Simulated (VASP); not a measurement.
# Cu (P6_3/mmc) in VASP: notebook, part 2 of 2

VASP 6.6.1. Earlier steps stand in the parts before.

## 3. Single point, PBE (biaxial strain in the a-b plane: +2.0 %, then relaxed in part)

Contents of INCAR:

```
PREC     = Accurate       # precision mode
ENCUT    = 520            # plane-wave cutoff, eV
EDIFF    = 1E-7           # SCF threshold, eV
ISMEAR   = 0              # smearing method
SIGMA    = 0.1            # smearing width, eV
LREAL    = F              # projectors in reciprocal space
LASPH    = T              # aspherical terms in the spheres
NELM     = 60             # most SCF steps
ALGO     = Fast           # electronic algorithm
ISIF     = 2              # what is computed and relaxed
LWAVE    = F              # write WAVECAR
LCHARG   = F              # write CHGCAR
GGA      = PE             # functional
NBANDS   = 18             # bands
```

Contents of KPOINTS:

```
regular mesh
0
Gamma
  24 24 12
```

Contents of POSCAR:

```
Cu
1.0
    2.6193705802      0.0000000000      0.0000000000
   -1.3096852901      2.2684414644      0.0000000000
    0.0000000000      0.0000000000      4.1445395607
Cu
2
Direct
    0.3333333333      0.6666666667      0.2500000000
    0.6666666667      0.3333333333      0.7500000000
```

Potentials or basis: VASP PAW PBE potentials, release 64 (Cu).

Started as:

```bash
$ cat potpaw_PBE.64/Cu/POTCAR > POTCAR
$ mpirun -np 1 vasp_std > vasp.out
```

OUTCAR:

```text
PREC = Accurate
   ENCUT = 520
   EDIFF = 1E-7
   ISMEAR = 0
   LREAL = F
   LASPH = T
   NELM = 60
   ISIF = 2
   GGA = PE

 ion  position               nearest neighbor table
   1  0.333  0.667  0.250-   2 2.57   2 2.57   2 2.57   2 2.57   2 2.57   2 2.57
   2  0.667  0.333  0.750-   1 2.57   1 2.57   1 2.57   1 2.57   1 2.57   1 2.57

  LATTYP: Found a hexagonal cell.
 ALAT       =     2.6193705802
 C/A-ratio  =     1.5822654465

  Lattice vectors:

 A1 = (   2.6193705802,   0.0000000000,   0.0000000000)
 A2 = (  -1.3096852901,   2.2684414644,   0.0000000000)
 A3 = (   0.0000000000,   0.0000000000,   4.1445395607)

Analysis of symmetry for initial positions (statically):
=====================================================================
 Subroutine PRICEL returns:
 Original cell was already a primitive cell.

 Routine SETGRP: Setting up the symmetry group for a
 hexagonal supercell.

 Subroutine GETGRP returns: Found 24 space group operations
 (whereof 12 operations were pure point group operations)
 out of a pool of 24 trial point group operations.

[... 157 lines left out ...]

 Free energy of the ion-electron system (eV)
  ---------------------------------------------------
  ext. energy  EPLUGINS =         0.00000000
  ---------------------------------------------------
  free energy    TOTEN  =        -7.42687124 eV

  energy without entropy =       -7.42431517  energy(sigma->0) =       -7.42559321

 E-fermi :   7.0846     XC(G=0): -12.4841

 val. band max:        7.0606294987   @ k =   0.3333   0.1667   0.3333
 cond. band min:       7.0856556930   @ k =   0.2917   0.2083   0.3333
 fundamental gap:      0.0250261943
 Fermi energy:         7.0845619167

 k-point     1 :       0.0000    0.0000    0.0000
  band No.  band energies     occupation
      1      -1.9585      2.00000
      2       2.2912      2.00000
      3       4.2317      2.00000
      4       4.2317      2.00000
      5       4.2793      2.00000
      6       4.4483      2.00000
[... 481 lines left out ...]
      5       4.0785      2.00000
      6       4.3088      2.00000
[... 10 lines left out ...]
     17      18.9369      0.00000
     18      25.5768      0.00000

 [... further k-points ...]
[... 5 lines left out ...]
  --------------------------------------------------------------------------------------
  -------------------------------------------------------------------------------------
  Total       -0.6906547     -0.6906547      0.1181907      0.0000000      0.0000000      0.0000000
  in kB      -44.9335500    -44.9335500      7.6894083      0.0000000      0.0000000      0.0000000
  external PRESSURE =     -27.3925639 kB  Pullay stress =       0.0000000 kB

 VOLUME and BASIS-vectors are now :
 -----------------------------------------------------------------------------
  energy-cutoff  :      520.00
  volume of cell :       24.63
      direct lattice vectors                 reciprocal lattice vectors
     2.619370580  0.000000000  0.000000000     0.381771105  0.220415650  0.000000000
    -1.309685290  2.268441464  0.000000000     0.000000000  0.440831300  0.000000000
     0.000000000  0.000000000  4.144539561     0.000000000  0.000000000  0.241281326

 POSITION                                       TOTAL-FORCE (eV/Angst)
 -----------------------------------------------------------------------------------
     -0.00000      1.51229      1.03613        -0.000000      0.000000      0.000000
      1.30969      0.75615      3.10840         0.000000     -0.000000      0.000000
 -----------------------------------------------------------------------------------
    total drift:                               -0.000000      0.000000     -0.000000

  FREE ENERGIE OF THE ION-ELECTRON SYSTEM (eV)
  ---------------------------------------------------
  free  energy   TOTEN  =        -7.4268712398 eV

  energy  without entropy=       -7.4243151749  energy(sigma->0) =       -7.42559321
```

stdout:

```text
POSCAR found type information on POSCAR Cu
 POSCAR found :  1 types and       2 ions
 scaLAPACK will be used
 LDA part: xc-table for (Slater+PW92), standard interpolation
 POSCAR, INCAR and KPOINTS ok, starting setup
 FFT: planning ... GRIDC
 FFT: planning ... GRID_SOFT
 FFT: planning ... GRID
 WAVECAR not read
 entering main loop
WARNING in EDDRMM: call to ZHEGV failed, returncode =   6  3     18
WARNING in EDDRMM: call to ZHEGV failed, returncode =   8  4     17
WARNING in EDDRMM: call to ZHEGV failed, returncode =   8  4     16
WARNING in EDDRMM: call to ZHEGV failed, returncode =   8  4     18
WARNING in EDDRMM: call to ZHEGV failed, returncode =   8  4     17
WARNING in EDDRMM: call to ZHEGV failed, returncode =   6  3     15
WARNING in EDDRMM: call to ZHEGV failed, returncode =   6  3     15
WARNING in EDDRMM: call to ZHEGV failed, returncode =   6  3     17
WARNING in EDDRMM: call to ZHEGV failed, returncode =   6  3     17
WARNING in EDDRMM: call to ZHEGV failed, returncode =   6  3     17
 num prob  num prob  num prob  num prob  num prob WARNING in EDDRMM: call to ZHEGV failed, returncode =   6  3     16
 num prob  num prob  num prob  num prob  num prob  num prob  num prob  num prob WARNING in EDDRMM: call to ZHEGV failed, returncode =   6  3     14
 num prob  num prob  num prob  num prob  num prob  num prob  num prob  num prob  num prob  num prob  num prob  num prob  num prob  num prob  num prob  num prob  num prob  num prob  num prob RMM:  17    -0.742687123981E+01    0.28480E-07   -0.10503E-07  9854   0.400E-03
```

Wall time 97 s (1 thread of Intel Xeon 6975P-C (Granite Rapids), shared host); peak memory 0.26 GiB.

Results:

```yaml
Free_energy: -7.4269 eV
Pressure: -2.7 GPa
Band_gap_on_the_k_mesh: zero (band 11 reaches 10.88 eV, above the bottom of band 12 at 5.19 eV)
```

Levels at points of the mesh, in eV from the Fermi level:
| k point | band 9 | band 10 | band 11 | band 12 | band 13 | band 14 |
| --- | --- | --- | --- | --- | --- | --- |
| (0.00, 0.00, 0.00) | -2.47 | -1.69 | -1.69 | -0.60 | 3.98 | 20.43 |
| (0.50, 0.00, 0.00) | -1.55 | -1.53 | -0.07 | 1.35 | 7.70 | 8.14 |
| (0.00, 0.00, 0.50) | -1.90 | -1.90 | -1.90 | -1.90 | 12.91 | 12.91 |
| (0.50, 0.00, 0.50) | -1.59 | -1.59 | 0.50 | 0.50 | 4.53 | 4.53 |

Caveat: the cell differs from its parent crystal (biaxial strain in the a-b plane: +2.0 %, then relaxed in part).

## 4. Single point, PBE (biaxial strain in the a-b plane: +2.0 %)

Contents of INCAR:

```
PREC = Accurate
ENCUT = 520
EDIFF = 1E-6
ISMEAR = 0
SIGMA = 0.1
LREAL = False
LASPH = True
NELM = 100
ALGO = Fast
ISIF = 2
LWAVE = False
LCHARG = True
GGA = PE
LELF = True
LVHAR = True
NBANDS = 18
```

Contents of KPOINTS:

```
Automatic mesh
0
Gamma
  24 24 12
```

POSCAR: that of step 3 with these lines changed.

```diff
@@ -4,3 +4,3 @@
    -1.3096852901      2.2684414644      0.0000000000
-    0.0000000000      0.0000000000      4.1445395607
+    0.0000000000      0.0000000000      4.1432058197
 Cu
```

Started as:

```bash
$ cat potpaw_PBE.64/Cu/POTCAR > POTCAR
$ mpirun -np 1 vasp_std > vasp.out
```

It took 78 s on 1 thread of Intel Xeon 6975P-C (Granite Rapids), shared host; peak memory 0.26 GiB.

The run converged. Its results:

```
Free energy            : -7.4268 eV
Pressure               : -2.4 GPa
Band gap on the k mesh : zero (band 11 reaches 10.88 eV, above the bottom of band 12 at 5.19 eV)
```

Stress tensor (GPa, compression positive):
```
-4.14  0.00  0.00
 0.00 -4.14  0.00
 0.00  0.00  1.18
```

Levels at points of the mesh, in eV from the Fermi level:
| k point | band 9 | band 10 | band 11 | band 12 | band 13 | band 14 |
| --- | --- | --- | --- | --- | --- | --- |
| (0.00, 0.00, 0.00) | -2.47 | -1.69 | -1.69 | -0.60 | 3.99 | 20.43 |
| (0.50, 0.00, 0.00) | -1.55 | -1.53 | -0.07 | 1.35 | 7.70 | 8.14 |
| (0.00, 0.00, 0.50) | -1.90 | -1.90 | -1.90 | -1.90 | 12.92 | 12.92 |
| (0.50, 0.00, 0.50) | -1.59 | -1.59 | 0.50 | 0.50 | 4.53 | 4.53 |

Caveat: the cell differs from its parent crystal (biaxial strain in the a-b plane: +2.0 %).

## 5. The runs side by side

```tsv
cell	further INCAR settings	gap on the mesh (eV)	pressure (GPa)
a = 2.568, b = 2.568, c = 4.194 Å, angles 90.0, 90.0, 120.0°, 2 atoms	ALGO = Fast; EDIFF = 1e-06; NBANDS = 18	none	1.2
a = 2.619, b = 2.619, c = 4.145 Å, angles 90.0, 90.0, 120.0°, 2 atoms	ALGO = Fast; EDIFF = 1e-07; NBANDS = 18	none	-2.7
a = 2.619, b = 2.619, c = 4.143 Å, angles 90.0, 90.0, 120.0°, 2 atoms	ALGO = Fast; EDIFF = 1e-06; NBANDS = 18	none	-2.4
```

Alike in all rows: task single point; level PBE; potentials or basis VASP PAW PBE potentials, release 64 (Cu); no spin polarisation; k mesh 24 × 24 × 12; cutoff (eV) 520; smearing gaussian 0.1 eV.

Total energies depend on the potentials used, so only differences within one code and one set of settings carry meaning.
